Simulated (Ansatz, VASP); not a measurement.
## One calculation of Cu, two programs

```
Cu
1.0
    -1.44279    1.44279    1.37608
     1.44279   -1.44279    1.37608
     1.44279    1.44279   -1.37608
Cu
1
Cartesian
  0.0000 0.0000 0.0000
```

Alike in both runs: task relaxation of cell and atoms; functional PBEsol; k mesh 6 × 6 × 6; occupations gaussian, width 0.1 eV; no spin polarisation.

|  | VASP | Ansatz |
| --- | --- | --- |
| version | VASP 6.6.1 | Ansatz 0.2.0 |
| potentials or method | VASP PAW PBE potentials, release 64 (Cu), cutoff 600 eV | scalar-relativistic, plane waves, PAW |
| valence electrons in the cell | 11 | 19 |

Ansatz gave:

```
gap on the k mesh at the Fermi level, each at its own relaxed structure (eV) : none
relaxed volume (Å³/atom)                                                     : 11.40
relaxed cell length with the largest relative difference (Å)                 : 2.458
```

Question: What did VASP give for the same quantities?

Answer: gap on the k mesh at the Fermi level, each at its own relaxed structure (eV): none; relaxed volume (Å³/atom): 11.45; relaxed cell length with the largest relative difference (Å): 2.462.

VASP's potentials were made for PBE, not for PBEsol. A gap of «none» marks a metal or a gap that the smearing closes. VASP's potentials hold 11 valence electrons a cell and Ansatz's 19, so a difference there can come from the potentials and not from the codes.

The k mesh is coarse, so the values compare programs but aren't converged.
